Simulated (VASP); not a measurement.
A run of VASP 6.6.1:

Contents of INCAR:

```
SYSTEM = SrCl2
PREC = Accurate ; ENCUT = 520
EDIFF = 1E-7 ; ISMEAR = 0
SIGMA = 0.02 ; LREAL = .False.
LASPH = .True. ; NELM = 80
ALGO = Normal ; ISIF = 2
LWAVE = .False. ; LCHARG = .False.
GGA = PE ; NBANDS = 19
```

File KPOINTS:

```
regular mesh
0
Gamma
  6 6 6
  0 0 0
```

POSCAR

```
SrCl2
1.0
    0.0000000000      3.5093408200      3.6139058200
    3.5093408200      0.0000000000      3.6139058200
    3.5093408200      3.5093408200      0.0000000000
Sr Cl
1 2
Direct
   -0.0060861292     -0.0060861292      0.0060861292
    0.2530430646      0.2530430646      0.2469569354
    0.7530430646      0.7530430646      0.7469569354
```

Potentials or basis: VASP PAW PBE potentials, release 64 (Sr_sv, Cl).

Launch:

```console
$ cat potpaw_PBE.64/Sr_sv/POTCAR potpaw_PBE.64/Cl/POTCAR > POTCAR
$ mpirun -np 1 vasp_std > vasp.out
```

Hardware: 1 thread of Intel Xeon 8259CL (shared host).

Problem. Estimate the wall time of this run.

Solution. It took 2.1 min on 1 thread of Intel Xeon 8259CL, on a shared host, peak memory 0.25 GiB. Counts: scf iterations 14, k points 30.
